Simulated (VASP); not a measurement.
Runs of VASP 6.6.1 on NaI. The structure is that of space group Pm-3m (No. 221), or close to it. The cells are those of the table. 

```csv
level,cell,k mesh,smearing,grid for exact exchange (PRECFOCK),share of exact exchange,screening parameter,gap on the mesh (eV),pressure (GPa)
r2SCAN,"a = 4.041 Å, angles 90.0, 90.0, 88.8°, 2 atoms",6 × 6 × 6,gaussian 0.01 eV,-,-,-,3.07,0.0
HSE06,"a = 4.041, b = 4.041, c = 4.103 Å, 2 atoms",4 × 4 × 4,gaussian 0.01 eV,Normal,0.25,0.2079 1/Å,3.16,(a)
PBE,"a = 4.041, b = 4.041, c = 4.103 Å, 2 atoms",6 × 6 × 6,fermi-dirac 0.02 eV,-,-,-,2.24,0.0
r2SCAN,"a = 4.041, b = 4.041, c = 4.103 Å, 2 atoms",6 × 6 × 6,gaussian 0.01 eV,-,-,-,(b),-0.4
```

Alike in all rows: task single point; potentials or basis VASP PAW PBE potentials, release 64 (Na_pv, I); no spin polarisation; cutoff (eV) 520.

Problem. Fill in the values left out.

Solution. (a) -0.1; (b) 3.01.

Caveats: spin-orbit coupling is left out, which moves the levels of the heavy elements; the PAW data sets were made with another functional, which shifts forces and pressure a little (at least some runs).

A k mesh can miss the band edges, and the runs leave out spin-orbit coupling on I.
